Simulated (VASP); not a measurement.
# AlFe (Pm-3m) in VASP: notebook

AlFe is run at these levels: PBE; tasks: single point.

Everything below comes from runs of VASP 6.6.1. Logs are shortened: lines on timing, memory, paths and dates and some standing lists are left out, and cuts for length are marked.

### 1 The cell of the first run

It takes space group Pm-3m (No. 221, cubic). The conventional cell has a = 2.861 Å, b = 2.861 Å, c = 2.861 Å, α = 90.00°, β = 90.00°, γ = 90.00°. Al (site symmetry m-3m) has 8 Fe at 2.48 Å and 6 Al at 2.86 Å within 3.3 Å. Within 3.3 Å of Fe (site symmetry m-3m) lie 8 Al at 2.48 Å and 6 Fe at 2.86 Å.

### 2 Single point, PBE, collinear spin, ferromagnetic start

INCAR reads:

```
SYSTEM = AlFe
PREC     = Accurate       ! precision mode
ENCUT    = 520            ! plane-wave cutoff, eV
EDIFF    = 1E-6           ! SCF threshold, eV
ISMEAR   = -1             ! smearing method
SIGMA    = 0.1            ! smearing width, eV
LREAL    = .FALSE.        ! projectors in reciprocal space
LASPH    = .TRUE.         ! aspherical terms in the spheres
NELM     = 150            ! most SCF steps
ALGO     = Normal         ! electronic algorithm
ISIF     = 2              ! what is computed and relaxed
LWAVE    = .FALSE.        ! write WAVECAR
LCHARG   = .TRUE.         ! write CHGCAR
ISPIN    = 2              ! spin polarisation
MAGMOM   = 0 4.5          ! initial moments
LORBIT   = 11             ! projections on sites
LMAXMIX  = 4              ! l up to which the mixer works
GGA      = PE             ! functional
LELF     = .TRUE.         ! ELF
LVHAR    = .TRUE.       
NBANDS   = 16             ! bands
```

KPOINTS reads:

```
regular mesh
0
G
  10 10 10
  0 0 0
```

POSCAR reads:

```
AlFe
1.0
    2.8606684360      0.0000000000      0.0000000000
    0.0000000000      2.8606684360      0.0000000000
    0.0000000000      0.0000000000      2.8606684360
Al Fe
1 1
Direct
    0.0000000000      0.0000000000      0.0000000000
    0.5000000000      0.5000000000      0.5000000000
```

Potentials or basis: VASP PAW PBE potentials, release 64 (Al, Fe).

The run is started by

```
$ cat potpaw_PBE.64/Al/POTCAR potpaw_PBE.64/Fe/POTCAR > POTCAR
$ mpirun -np 1 vasp_std > vasp.out
```

OUTCAR:

```text
SYSTEM = AlFe
   PREC = Accurate
   ENCUT = 520
   EDIFF = 1E-6
   ISMEAR = -1
   LREAL = .FALSE.
   LASPH = .TRUE.
   NELM = 150
   ISIF = 2
   ISPIN = 2
   LORBIT = 11
   GGA = PE

 ion  position               nearest neighbor table
   1  0.000  0.000  0.000-   2 2.48   2 2.48   2 2.48   2 2.48   2 2.48   2 2.48   2 2.48   2 2.48

   2  0.500  0.500  0.500-   1 2.48   1 2.48   1 2.48   1 2.48   1 2.48   1 2.48   1 2.48   1 2.48

  LATTYP: Found a simple cubic cell.
 ALAT       =     2.8606684360

  Lattice vectors:

 A1 = (   2.8606684360,   0.0000000000,   0.0000000000)
 A2 = (   0.0000000000,   2.8606684360,   0.0000000000)
 A3 = (   0.0000000000,   0.0000000000,   2.8606684360)

Analysis of symmetry for initial positions (statically):
=====================================================================
 Subroutine PRICEL returns:
 Original cell was already a primitive cell.

 Routine SETGRP: Setting up the symmetry group for a
 simple cubic supercell.

 Subroutine GETGRP returns: Found 48 space group operations
 (whereof 48 operations were pure point group operations)
 out of a pool of 48 trial point group operations.

The static configuration has the point symmetry O_h .

Analysis of symmetry for dynamics (positions and initial velocities):
=====================================================================
 Subroutine PRICEL returns:
 Original cell was already a primitive cell.

 Routine SETGRP: Setting up the symmetry group for a
 simple cubic supercell.

 Subroutine GETGRP returns: Found 48 space group operations
 (whereof 48 operations were pure point group operations)
 out of a pool of 48 trial point group operations.

The dynamic configuration has the point symmetry O_h .

Analysis of structural, dynamic, and magnetic symmetry:
=====================================================================
 Subroutine PRICEL returns:
 Original cell was already a primitive cell.

 Routine SETGRP: Setting up the symmetry group for a
 simple cubic supercell.

 Subroutine GETGRP returns: Found 48 space group operations
 (whereof 48 operations were pure point group operations)
 out of a pool of 48 trial point group operations.

The overall configuration has the point symmetry O_h .

 Subroutine INISYM returns: Found 48 space group operations
 (whereof 48 operations are pure point group operations),
 and found     1 'primitive' translations

----------------------------------------------------------------------------------------

                                     Primitive cell

[... 110 lines left out ...]
     AMIX_MAG =   1.60;   BMIX_MAG =  1.00
  volume/ion in A,a.u.               =      11.71        78.99
  Fermi-wavevector in a.u.,A,eV,Ry     =   1.272736  2.405122 22.039479  1.619856
  Thomas-Fermi vector in A             =   2.405598
   LORBIT       =     11    0 simple, 1 ext, 2 COOP (PROOUT), +10 PAW based schemes
   GGA     = PE    functional components
   LHFCALC =     F    Hartree Fock is set to
   AEXX    =    0.0000 exact exchange contribution
   IVDW    =     0    specifies the selected vdW correction
   LEPSILON=     F    determine dielectric tensor
   LRPA    =     F    only Hartree local field effects (RPA)
 spin polarized calculation
  energy-cutoff  :      520.00
  volume of cell :       23.41
 maximum number of plane-waves:       655
 NGX is ok and might be reduce to    24
   NGX = 11   NGY = 11   NGZ = 11

 number of electron      10.9999998 magnetization       0.7013490

 Free energy of the ion-electron system (eV)
  ---------------------------------------------------
  ext. energy  EPLUGINS =         0.00000000
  ---------------------------------------------------
  free energy    TOTEN  =       -12.68231486 eV

  energy without entropy =      -12.61059837  energy(sigma->0) =      -12.64645661

 E-fermi :   8.2024     XC(G=0): -12.2139

 val. band max:        8.2009118580   @ k =   0.2000   0.1000   0.0000
 cond. band min:       8.2049486498   @ k =   0.5000   0.5000   0.4000
 fundamental gap:      0.0040367917
 Fermi energy:         8.2023809400

 spin component 1

 k-point     1 :       0.0000    0.0000    0.0000
  band No.  band energies     occupation
      1      -2.3254      1.00000
      2       5.6038      1.00000
      3       5.6039      1.00000
      4       7.8018      0.98212
      5       7.8018      0.98212
      6       7.8018      0.98212
[... 435 lines left out ...]
      5       7.1042      0.99998
      6       7.6805      0.99461
[... 8 lines left out ...]
     15      28.4510      0.00000
     16      29.5326      0.00000

 [... further k-points ...]

 spin component 2

 k-point     1 :       0.0000    0.0000    0.0000
  band No.  band energies     occupation
      1      -2.3154      1.00000
      2       5.9933      1.00000
      3       5.9933      1.00000
      4       8.6165      0.01565
      5       8.6165      0.01565
      6       8.6165      0.01565
[... 435 lines left out ...]
      5       7.7970      0.98294
      6       8.4753      0.06129
[... 8 lines left out ...]
     15      28.5149      0.00000
     16      29.5869      0.00000

 [... further k-points ...]
[... 5 lines left out ...]
  --------------------------------------------------------------------------------------
  -------------------------------------------------------------------------------------
  Total        0.4288776      0.4288776      0.4288776     -0.0000000     -0.0000000      0.0000000
  in kB       29.3522500     29.3522500     29.3522500     -0.0000000     -0.0000000      0.0000000
  external PRESSURE =      29.3522500 kB  Pullay stress =       0.0000000 kB

 VOLUME and BASIS-vectors are now :
 -----------------------------------------------------------------------------
  energy-cutoff  :      520.00
  volume of cell :       23.41
      direct lattice vectors                 reciprocal lattice vectors
     2.860668436  0.000000000  0.000000000     0.349568649  0.000000000  0.000000000
     0.000000000  2.860668436  0.000000000     0.000000000  0.349568649  0.000000000
     0.000000000  0.000000000  2.860668436     0.000000000  0.000000000  0.349568649

 POSITION                                       TOTAL-FORCE (eV/Angst)
 -----------------------------------------------------------------------------------
      0.00000      0.00000      0.00000         0.000000      0.000000      0.000000
      1.43033      1.43033      1.43033         0.000000      0.000000      0.000000
 -----------------------------------------------------------------------------------
    total drift:                                0.000000     -0.000000     -0.000000

  FREE ENERGIE OF THE ION-ELECTRON SYSTEM (eV)
  ---------------------------------------------------
  free  energy   TOTEN  =       -12.6823148614 eV

  energy  without entropy=      -12.6105983669  energy(sigma->0) =      -12.64645661

 total charge

# of ion       s       p       d       tot
------------------------------------------
    1        0.402   0.443   0.000   0.845
    2        0.436   0.514   6.497   7.447
--------------------------------------------------
tot          0.838   0.957   6.497   8.292

 magnetization (x)

# of ion       s       p       d       tot
------------------------------------------
    1       -0.008  -0.016   0.000  -0.024
    2        0.000   0.008   0.730   0.739
--------------------------------------------------
tot         -0.007  -0.008   0.730   0.715
```

stdout:

```text
POSCAR found type information on POSCAR AlFe
 POSCAR found :  2 types and       2 ions
 scaLAPACK will be used
 LDA part: xc-table for (Slater+PW92), standard interpolation
 POSCAR, INCAR and KPOINTS ok, starting setup
 FFT: planning ... GRIDC
 FFT: planning ... GRID_SOFT
 FFT: planning ... GRID
 WAVECAR not read
 entering main loop
```

It took 29 s on 1 thread of Intel Xeon Platinum 8259CL at 2.50GHz (Skylake/Cascade Lake), shared host; peak memory 0.17 GiB.

What came out:

- Free energy: -12.6823 eV
- Pressure: 2.9 GPa
- Net moment: 0.70 μB per cell
- Site moments: Al -0.02; Fe +0.74 μB
- Valence electrons inside the program's atomic spheres: Al 0.84; Fe 7.45

Caveat: the moment fell far below its start of 4.5 μB, so a state of higher moment may lie lower in energy.

### 3 Single point, PBE, collinear spin, ferromagnetic start

This run uses another cell than the first one, of 12.07 Å³/atom, 1.032 times its volume.

INCAR reads:

```
PREC = Accurate ; ENCUT = 520
EDIFF = 1E-6 ; ISMEAR = -1
SIGMA = 0.1 ; LREAL = F
LASPH = T ; NELM = 150
ALGO = Normal ; ISIF = 2
LWAVE = F ; LCHARG = F
ISPIN = 2 ; MAGMOM = 0 4.5
LORBIT = 11 ; LMAXMIX = 4
GGA = PE ; NBANDS = 16
```

KPOINTS reads:

```
Automatic mesh
0
Gamma
  10 10 10
```

POSCAR reads:

```
AlFe
1.0
    2.8904692102      0.0000000000      0.0000000000
    0.0000000000      2.8904692102      0.0000000000
    0.0000000000      0.0000000000      2.8904692102
Al Fe
1 1
Direct
    0.0000000000      0.0000000000      0.0000000000
    0.5000000000      0.5000000000      0.5000000000
```

Potentials or basis: VASP PAW PBE potentials, release 64 (Al, Fe).

The run is started by

```
$ cat potpaw_PBE.64/Al/POTCAR potpaw_PBE.64/Fe/POTCAR > POTCAR
$ mpirun -np 1 vasp_std > vasp.out
```

Wall time 28 s (1 thread of Intel Xeon Platinum 8259CL at 2.50GHz (Skylake/Cascade Lake), shared host); peak memory 0.17 GiB.

Results (log left out):

* Free energy: -12.6830 eV
* Pressure: -2.5 GPa
* Net moment: 0.73 μB per cell
* Site moments: Al -0.03; Fe +0.77 μB
* Valence electrons inside the program's atomic spheres: Al 0.83; Fe 7.38

Levels at points of the mesh, in eV from the Fermi level:
Spin up:
```csv
k point,band 4,band 5,band 6,band 7,band 8,band 9
"(0.00, 0.00, 0.00)",-0.44,-0.44,-0.44,6.21,6.21,6.21
"(0.50, 0.00, 0.00)",-1.36,-1.36,-0.33,0.78,8.64,10.89
"(0.50, 0.50, 0.00)",-2.15,-1.14,-1.14,0.35,3.10,3.86
"(0.50, 0.50, 0.50)",0.39,0.39,2.89,2.89,2.89,4.07
```
Spin down:
| k point | band 1 | band 2 | band 3 | band 4 | band 5 | band 6 | band 7 | band 8 | band 9 | band 10 |
| --- | --- | --- | --- | --- | --- | --- | --- | --- | --- | --- |
| (0.00, 0.00, 0.00) | -10.36 | -2.11 | -2.11 | 0.40 | 0.40 | 0.40 | 6.24 | 6.24 | 6.24 | 9.25 |
| (0.50, 0.00, 0.00) | -6.26 | -5.93 | -1.43 | -0.63 | -0.63 | 0.54 | 1.35 | 8.52 | 10.98 | 10.98 |
| (0.50, 0.50, 0.00) | -4.68 | -2.21 | -2.16 | -2.16 | -0.36 | -0.36 | 0.96 | 3.48 | 4.41 | 12.52 |
| (0.50, 0.50, 0.50) | -3.20 | -3.20 | -3.20 | 1.00 | 1.00 | 2.96 | 2.96 | 2.96 | 3.99 | 6.16 |

Caveat: the moment fell far below its start of 4.5 μB, so a state of higher moment may lie lower in energy.

### 4 Single point, PBE, collinear spin, ferromagnetic start

This run uses another cell than the first one, of 12.44 Å³/atom, 1.063 times its volume.

INCAR reads:

```
SYSTEM = AlFe
PREC     = Accurate       ! precision mode
ENCUT    = 520            ! plane-wave cutoff, eV
EDIFF    = 1E-6           ! SCF threshold, eV
ISMEAR   = -1             ! smearing method
SIGMA    = 0.1            ! smearing width, eV
LREAL    = .FALSE.        ! projectors in reciprocal space
LASPH    = .TRUE.         ! aspherical terms in the spheres
NELM     = 150            ! most SCF steps
ALGO     = Normal         ! electronic algorithm
ISIF     = 2              ! what is computed and relaxed
LWAVE    = .FALSE.        ! write WAVECAR
LCHARG   = .FALSE.        ! write CHGCAR
ISPIN    = 2              ! spin polarisation
MAGMOM   = 0 4.5          ! initial moments
LORBIT   = 11             ! projections on sites
LMAXMIX  = 4              ! l up to which the mixer works
GGA      = PE             ! functional
NBANDS   = 16             ! bands
```

KPOINTS reads:

```
Automatic mesh
0
G
  10 10 10
  0 0 0
```

POSCAR reads:

```
AlFe
1.0
    2.9196678451      0.0000000000      0.0000000000
    0.0000000000      2.9196678451      0.0000000000
    0.0000000000      0.0000000000      2.9196678451
Al Fe
1 1
Direct
    0.0000000000      0.0000000000      0.0000000000
    0.5000000000      0.5000000000      0.5000000000
```

The run is started by

```
$ cat potpaw_PBE.64/Al/POTCAR potpaw_PBE.64/Fe/POTCAR > POTCAR
$ mpirun -np 1 vasp_std > vasp.out
```

Run time: 27 s. Hardware: 1 thread of Intel Xeon Platinum 8259CL at 2.50GHz (Skylake/Cascade Lake), shared host; peak memory 0.17 GiB.

The run converged. Its results:

```
Free energy                                           : -12.6605 eV
Pressure                                              : -7.1 GPa
Net moment                                            : 0.75 μB per cell
Site moments                                          : Al -0.03; Fe +0.80 μB
Valence electrons inside the program's atomic spheres : Al 0.81; Fe 7.32
```

Levels at points of the mesh, in eV from the Fermi level:
Spin up:
| k point | band 3 | band 4 | band 5 | band 6 | band 7 | band 8 | band 9 | band 10 |
| --- | --- | --- | --- | --- | --- | --- | --- | --- |
| (0.00, 0.00, 0.00) | -2.45 | -0.48 | -0.48 | -0.48 | 6.02 | 6.02 | 6.02 | 9.00 |
| (0.50, 0.00, 0.00) | -1.88 | -1.36 | -1.36 | -0.37 | 0.69 | 8.57 | 10.68 | 10.68 |
| (0.50, 0.50, 0.00) | -2.13 | -2.13 | -1.14 | -1.14 | 0.28 | 2.94 | 3.62 | 12.23 |
| (0.50, 0.50, 0.50) | -3.53 | 0.31 | 0.31 | 2.84 | 2.84 | 2.84 | 3.77 | 5.54 |
Spin down:
```
           k point  band 1  band 2  band 3  band 4  band 5  band 6  band 7  band 8  band 9  band 10
(0.00, 0.00, 0.00)  -10.21   -2.02   -2.02    0.39    0.39    0.39    6.04    6.04    6.04     9.08
(0.50, 0.00, 0.00)   -6.21   -5.83   -1.37   -0.60   -0.60    0.52    1.28    8.44   10.76    10.76
(0.50, 0.50, 0.00)   -4.60   -2.15   -2.15   -2.14   -0.34   -0.34    0.91    3.33    4.19    12.15
(0.50, 0.50, 0.50)   -3.10   -3.10   -3.10    0.95    0.95    2.91    2.91    2.91    3.68     5.95
```

Caveat: the moment fell far below its start of 4.5 μB, so a state of higher moment may lie lower in energy.

### 5 Single point, PBE, collinear spin, ferromagnetic start

This run uses another cell than the first one, of 12.81 Å³/atom, 1.095 times its volume.

INCAR reads:

```
SYSTEM = AlFe
  PREC = Accurate
  ENCUT = 520
  EDIFF = 1E-6
  ISMEAR = -1
  SIGMA = 0.1
  LREAL = .FALSE.
  LASPH = .TRUE.
  NELM = 150
  ALGO = Normal
  ISIF = 2
  LWAVE = .FALSE.
  LCHARG = .TRUE.
  ISPIN = 2
  MAGMOM = 0 4.5
  LORBIT = 11
  LMAXMIX = 4
  GGA = PE
  LELF = .TRUE.
  LVHAR = .TRUE.
  NBANDS = 16
```

KPOINTS is that of step 4.

POSCAR reads:

```
AlFe
1.0
    2.9482938651      0.0000000000      0.0000000000
    0.0000000000      2.9482938651      0.0000000000
    0.0000000000      0.0000000000      2.9482938651
Al Fe
1 1
Direct
    0.0000000000      0.0000000000      0.0000000000
    0.5000000000      0.5000000000      0.5000000000
```

The run is started by

```
$ cat potpaw_PBE.64/Al/POTCAR potpaw_PBE.64/Fe/POTCAR > POTCAR
$ mpirun -np 1 vasp_std > vasp.out
```

Run time: 29 s. Hardware: 1 thread of Intel Xeon Platinum 8259CL at 2.50GHz (Skylake/Cascade Lake), shared host; peak memory 0.17 GiB.

Results (log left out):

| Item | Value |
| --- | --- |
| Free energy | -12.6185 eV |
| Pressure | -11.1 GPa |
| Net moment | 0.78 μB per cell |
| Site moments | Al -0.03; Fe +0.83 μB |
| Valence electrons inside the program's atomic spheres | Al 0.80; Fe 7.27 |

Levels at points of the mesh, in eV from the Fermi level:
Spin up:
| k point | band 3 | band 4 | band 5 | band 6 | band 7 | band 8 | band 9 | band 10 |
| --- | --- | --- | --- | --- | --- | --- | --- | --- |
| (0.00, 0.00, 0.00) | -2.39 | -0.52 | -0.52 | -0.52 | 5.84 | 5.84 | 5.84 | 8.84 |
| (0.50, 0.00, 0.00) | -1.84 | -1.37 | -1.37 | -0.42 | 0.61 | 8.49 | 10.47 | 10.47 |
| (0.50, 0.50, 0.00) | -2.11 | -2.11 | -1.15 | -1.15 | 0.21 | 2.80 | 3.39 | 11.88 |
| (0.50, 0.50, 0.50) | -3.45 | 0.25 | 0.25 | 2.79 | 2.79 | 2.79 | 3.49 | 5.33 |
Spin down:
| k point | band 2 | band 3 | band 4 | band 5 | band 6 | band 7 | band 8 | band 9 |
| --- | --- | --- | --- | --- | --- | --- | --- | --- |
| (0.00, 0.00, 0.00) | -1.93 | -1.93 | 0.38 | 0.38 | 0.38 | 5.86 | 5.86 | 5.86 |
| (0.50, 0.00, 0.00) | -5.73 | -1.31 | -0.58 | -0.58 | 0.50 | 1.22 | 8.36 | 10.55 |
| (0.50, 0.50, 0.00) | -2.13 | -2.13 | -2.08 | -0.32 | -0.32 | 0.88 | 3.20 | 3.99 |
| (0.50, 0.50, 0.50) | -3.01 | -3.01 | 0.92 | 0.92 | 2.86 | 2.86 | 2.86 | 3.39 |

Caveat: the moment fell far below its start of 4.5 μB, so a state of higher moment may lie lower in energy.

### 6 Single point, PBE, collinear spin, ferromagnetic start

This run uses another cell than the first one, of 13.18 Å³/atom, 1.126 times its volume.

INCAR reads:

```
ALGO = Normal
EDIFF = 1E-6
ENCUT = 520
GGA = PE
ISIF = 2
ISMEAR = -1
ISPIN = 2
LASPH = True
LCHARG = False
LMAXMIX = 4
LORBIT = 11
LREAL = False
LWAVE = False
MAGMOM = 0 4.5
NBANDS = 16
NELM = 150
PREC = Accurate
SIGMA = 0.1
```

KPOINTS reads:

```
k-points
0
Gamma
  10 10 10
```

POSCAR reads:

```
AlFe
1.0
    2.9763745443      0.0000000000      0.0000000000
    0.0000000000      2.9763745443      0.0000000000
    0.0000000000      0.0000000000      2.9763745443
Al Fe
1 1
Direct
    0.0000000000      0.0000000000      0.0000000000
    0.5000000000      0.5000000000      0.5000000000
```

Potentials or basis: VASP PAW PBE potentials, release 64 (Al, Fe).

The run is started by

```
$ cat potpaw_PBE.64/Al/POTCAR potpaw_PBE.64/Fe/POTCAR > POTCAR
$ mpirun -np 1 vasp_std > vasp.out
```

Wall time 29 s (1 thread of Intel Xeon Platinum 8259CL at 2.50GHz (Skylake/Cascade Lake), shared host); peak memory 0.17 GiB.

It converged, with:

- Free energy: -12.5599 eV
- Pressure: -14.3 GPa
- Net moment: 0.80 μB per cell
- Site moments: Al -0.03; Fe +0.86 μB
- Valence electrons inside the program's atomic spheres: Al 0.78; Fe 7.22

Levels at points of the mesh, in eV from the Fermi level:
Spin up:
| k point | band 4 | band 5 | band 6 | band 7 | band 8 | band 9 |
| --- | --- | --- | --- | --- | --- | --- |
| (0.00, 0.00, 0.00) | -0.56 | -0.56 | -0.56 | 5.67 | 5.67 | 5.67 |
| (0.50, 0.00, 0.00) | -1.37 | -1.37 | -0.46 | 0.52 | 8.42 | 10.28 |
| (0.50, 0.50, 0.00) | -2.09 | -1.16 | -1.16 | 0.14 | 2.65 | 3.18 |
| (0.50, 0.50, 0.50) | 0.18 | 0.18 | 2.74 | 2.74 | 2.74 | 3.22 |
Spin down:
| k point | band 2 | band 3 | band 4 | band 5 | band 6 | band 7 | band 8 | band 9 |
| --- | --- | --- | --- | --- | --- | --- | --- | --- |
| (0.00, 0.00, 0.00) | -1.85 | -1.85 | 0.37 | 0.37 | 0.37 | 5.68 | 5.68 | 5.68 |
| (0.50, 0.00, 0.00) | -5.64 | -1.25 | -0.56 | -0.56 | 0.49 | 1.17 | 8.27 | 10.35 |
| (0.50, 0.50, 0.00) | -2.12 | -2.12 | -2.01 | -0.30 | -0.30 | 0.84 | 3.08 | 3.80 |
| (0.50, 0.50, 0.50) | -2.93 | -2.93 | 0.88 | 0.88 | 2.81 | 2.81 | 2.81 | 3.11 |

Caveat: the moment fell far below its start of 4.5 μB, so a state of higher moment may lie lower in energy.

### 7 The runs side by side

| cell | gap on the mesh (eV) | pressure (GPa) | moment (μB) |
| --- | --- | --- | --- |
| a = 2.861 Å, 2 atoms | none | 2.9 | 0.70 |
| a = 2.890 Å, 2 atoms | none | -2.5 | 0.73 |
| a = 2.920 Å, 2 atoms | none | -7.1 | 0.75 |
| a = 2.948 Å, 2 atoms | none | -11.1 | 0.78 |
| a = 2.976 Å, 2 atoms | none | -14.3 | 0.80 |

Alike in all rows: task single point; level PBE; potentials or basis VASP PAW PBE potentials, release 64 (Al, Fe); spin collinear, ferromagnetic start; k mesh 10 × 10 × 10; cutoff (eV) 520; smearing fermi-dirac 0.1 eV.

Caveats: the moment fell far below its start of 4.5 μB, so a state of higher moment may lie lower in energy.

Total energies depend on the potentials used, so only differences within one code and one set of settings carry meaning.
